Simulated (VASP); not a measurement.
The system is SnO2 (Cassiterite).

```xyz
6
Lattice="4.7380 0.0000 0.0000 0.0000 4.7380 0.0000 0.0000 0.0000 3.1865" Properties=species:S:1:pos:R:3 pbc="T T T"
Sn    0.0000    0.0000    0.0000
Sn    2.3690    2.3690    1.5933
O     1.4550    1.4550    0.0000
O     0.9140    3.8240    1.5933
O     3.2830    3.2830    0.0000
O     3.8240    0.9140    1.5933
```

| Quantity | Value |
| --- | --- |
| Program | VASP 6.6.1 |
| Task | relaxation of cell and atoms |
| Functional | revPBE |
| Dispersion | D3(BJ) |
| Potentials or basis | VASP PAW PBE potentials, release 64 (Sn_d, O) |
| Cutoff | 600 eV |
| k mesh | 6 × 6 × 8 |
| Occupations | gaussian, width 0.01 eV |
| Spin | no spin polarisation |

At the start: pressure 8.5 GPa; volume 11.92 Å³/atom.

Q: Where does the relaxation end?

A: Over 5 steps the energy falls by 13.3 meV/atom and the volume is 12.40 Å³/atom (+4.0 %); space group P4_2/mnm (No. 136, to 0.05 Å).

The path:
```
step  energy change (eV)  largest force (eV/Å)  pressure (GPa)  volume (Å³)
   1              0.0000                0.3327            8.52        71.53
   2              0.0446                0.3121           -8.75        78.30
   3             -0.0796                0.0004           -0.07        74.41
   4             -0.0796                0.0057            0.10        74.35
   5             -0.0797                0.0058            0.06        74.38
```

Final structure:
```cif
data_structure
_symmetry_space_group_name_H-M 'P 1'
_symmetry_Int_Tables_number 1
_cell_length_a 4.7937
_cell_length_b 4.7937
_cell_length_c 3.2367
_cell_angle_alpha 90.000
_cell_angle_beta 90.000
_cell_angle_gamma 90.000
_cell_volume 74.38
loop_
_atom_site_label
_atom_site_type_symbol
_atom_site_fract_x
_atom_site_fract_y
_atom_site_fract_z
_atom_site_occupancy
Sn1 Sn 0.00000 0.00000 0.00000 1
Sn2 Sn 0.50000 0.50000 0.50000 1
O1 O 0.30603 0.30603 0.00000 1
O2 O 0.19397 0.80603 0.50000 1
O3 O 0.69397 0.69397 0.00000 1
O4 O 0.80603 0.19397 0.50000 1
```

Caveat: the PAW data sets were made with another functional, which shifts forces and pressure a little.
